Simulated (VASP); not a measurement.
Runs of VASP 6.6.1 on KCl (Sylvite). The structure is that of space group Fm-3m (No. 225), or close to it. The cells are those of the table. 

```csv
cell,gap on the mesh (eV),pressure (GPa)
"a = 4.389 Å, angles 60.0°, 2 atoms",5.98,(b)
"a = 4.327 Å, angles 60.0°, 2 atoms",6.14,2.0
"a = 4.130 Å, angles 60.0°, 2 atoms",(a),7.5
"a = 4.508 Å, angles 60.0°, 2 atoms",5.70,-0.7
"a = 4.198 Å, angles 60.0°, 2 atoms",6.53,5.2
```

Alike in all rows: task single point; level r2SCAN; potentials or basis VASP PAW PBE potentials, release 64 (K_sv, Cl); no spin polarisation; k mesh 6 × 6 × 6; cutoff (eV) 520; smearing gaussian 0.05 eV.

Question: Estimate the missing entries.

Answer: (a) 6.70; (b) 0.9.

Caveats: the PAW data sets were made with another functional, which shifts forces and pressure a little.

A k mesh can miss the band edges.
